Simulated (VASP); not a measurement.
MgS, 4 atoms in the cell. Symmetry: P6_3mc, No. 186, hexagonal system. Conventional cell: a = 4.150 Å, b = 4.150 Å, c = 6.160 Å, α = 90.00°, β = 90.00°, γ = 120.00°. Within 3.3 Å of Mg (site symmetry 3m) lie 4 S at 2.46 to 2.47 Å. S (site symmetry 3m) has 4 Mg at 2.46 to 2.47 Å within 3.3 Å. 

| Property | Result |
| --- | --- |
| Program | VASP 6.6.1 |
| Task | single point |
| Functional | PBEsol |
| Potentials or basis | VASP PAW PBE potentials, release 64 (Mg, S) |
| Cutoff | 520 eV |
| k mesh | 6 × 6 × 4 |
| Occupations | gaussian, width 0.02 eV |
| Spin | no spin polarisation |
| Dipole correction | no |
| Further INCAR settings | ALGO = Normal; EDIFF = 1e-07; NBANDS = 16 |

Potentials or basis: VASP PAW PBE potentials, release 64 (Mg, S).

The run is started by

```console
$ cat potpaw_PBE.64/Mg/POTCAR potpaw_PBE.64/S/POTCAR > POTCAR
$ mpirun -np 1 vasp_std > vasp.out
```

Hardware: 1 thread of Intel Xeon 8259CL, on a shared host.

How long does it take, and how much memory?

Run time: 57 s on 1 thread of Intel Xeon 8259CL, with other jobs on the host, peak memory 0.22 GiB. Counts: scf iterations 15, k points 21.
